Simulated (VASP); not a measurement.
Write the native input for VASP 6.6.1 that does the following.

- Task: single point
- Functional: r2SCAN
- Potentials or basis: VASP PAW PBE potentials, release 64 (Ta_pv)
- Cutoff: 520 eV
- k mesh: 15 × 15 × 15
- Occupations: methfessel-paxton, width 0.05 eV
- Spin: no spin polarisation
- Dipole correction: no
- Further INCAR settings: ALGO = Normal; EDIFF = 1e-06; NBANDS = 12

The system is Ta.

```
CELL_PARAMETERS angstrom
2.71871 0.00000 0.00000
0.00000 2.71871 0.00000
0.00000 0.00000 2.71871
ATOMIC_POSITIONS crystal
Ta 0.00000 0.00000 0.00000
```

One way to write it, as run:

POSCAR

```
Ta
1.0
    2.7187067540      0.0000000000      0.0000000000
    0.0000000000      2.7187067540      0.0000000000
    0.0000000000      0.0000000000      2.7187067540
Ta
1
Direct
    0.0000000000      0.0000000000      0.0000000000
```

INCAR.step1

```
PREC     = Accurate       # precision mode
ENCUT    = 520            # plane-wave cutoff, eV
ISMEAR   = 1              # smearing method
SIGMA    = 0.05           # smearing width, eV
LREAL    = F              # projectors in reciprocal space
LASPH    = T              # aspherical terms in the spheres
NELM     = 100            # most SCF steps
NBANDS   = 12             # bands
GGA      = PE             # functional
ALGO     = Normal         # electronic algorithm
EDIFF    = 1E-4           # SCF threshold, eV
LWAVE    = T              # write WAVECAR
LCHARG   = F              # write CHGCAR
```

INCAR.step2

```
PREC     = Accurate       # precision mode
ENCUT    = 520            # plane-wave cutoff, eV
EDIFF    = 1E-6           # SCF threshold, eV
ISMEAR   = 1              # smearing method
SIGMA    = 0.05           # smearing width, eV
LREAL    = F              # projectors in reciprocal space
LASPH    = T              # aspherical terms in the spheres
NELM     = 100            # most SCF steps
ALGO     = Normal         # electronic algorithm
ISIF     = 2              # what is computed and relaxed
LWAVE    = F              # write WAVECAR
LCHARG   = T              # write CHGCAR
METAGGA  = R2SCAN         # meta-GGA
LMIXTAU  = T            
LELF     = T              # ELF
LVHAR    = T            
NBANDS   = 12             # bands
ISTART   = 1
```

KPOINTS

```
Automatic mesh
0
Gamma
  15 15 15
```

Potentials or basis: VASP PAW PBE potentials, release 64 (Ta_pv).

Command:

```bash
$ cat potpaw_PBE.64/Ta_pv/POTCAR > POTCAR
$ cp INCAR.step1 INCAR
$ mpirun -np 1 vasp_std > vasp.out
$ cp INCAR.step2 INCAR
$ mpirun -np 1 vasp_std > vasp.out
```

It gave:

```json
{"Pressure": "2.9 GPa"}
```

Caveat: the PAW data sets were made with another functional, which shifts forces and pressure a little.

Wall time 37 s on 1 thread of Intel Xeon 6975P-C, on a shared host, peak memory 0.15 GiB.
